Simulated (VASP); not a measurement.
A run of VASP 6.6.1:

Contents of POSCAR:

```
SnO2
1.0
    4.7599425467      0.0000000000      0.0000000000
    0.0000000000      4.7599425467      0.0000000000
    0.0000000000      0.0000000000      3.2008135230
Sn O
2 4
Direct
    0.0000000000      0.0000000000      0.0000000000
    0.5000000000      0.5000000000      0.5000000000
    0.3059109373      0.3059109373      0.0000000000
    0.1940890627      0.8059109373      0.5000000000
    0.6940890627      0.6940890627      0.0000000000
    0.8059109373      0.1940890627      0.5000000000
```

The input INCAR.step1:

```
ALGO = Normal
EDIFF = 1E-4
ENCUT = 520
GGA = PE
ISMEAR = 0
LASPH = T
LCHARG = F
LREAL = F
LWAVE = T
NBANDS = 35
NELM = 100
PREC = Accurate
SIGMA = 0.02
```

Contents of INCAR.step2:

```
ALGO = Normal
EDIFF = 1E-6
ENCUT = 520
ISIF = 2
ISMEAR = 0
ISTART = 1
LASPH = T
LCHARG = F
LMIXTAU = T
LREAL = F
LWAVE = F
METAGGA = R2SCAN
NBANDS = 35
NELM = 100
PREC = Accurate
SIGMA = 0.02
```

Contents of KPOINTS:

```
k-points
0
Gamma
  6 6 8
```

Potentials or basis: VASP PAW PBE potentials, release 64 (Sn_d, O).

Run with:

```bash
$ cat potpaw_PBE.64/Sn_d/POTCAR potpaw_PBE.64/O/POTCAR > POTCAR
$ cp INCAR.step1 INCAR
$ mpirun -np 1 vasp_std > vasp.out
$ cp INCAR.step2 INCAR
$ mpirun -np 1 vasp_std > vasp.out
```

Hardware: 1 thread of Intel(R) Xeon(R) 6975P-C (Granite Rapids), on a shared host.

Question: Estimate the wall time of this run.

Answer: Run time: 2.3 min on 1 thread of Intel(R) Xeon(R) 6975P-C (Granite Rapids), on a shared host, peak memory 0.24 GiB. Counts: k points 50.
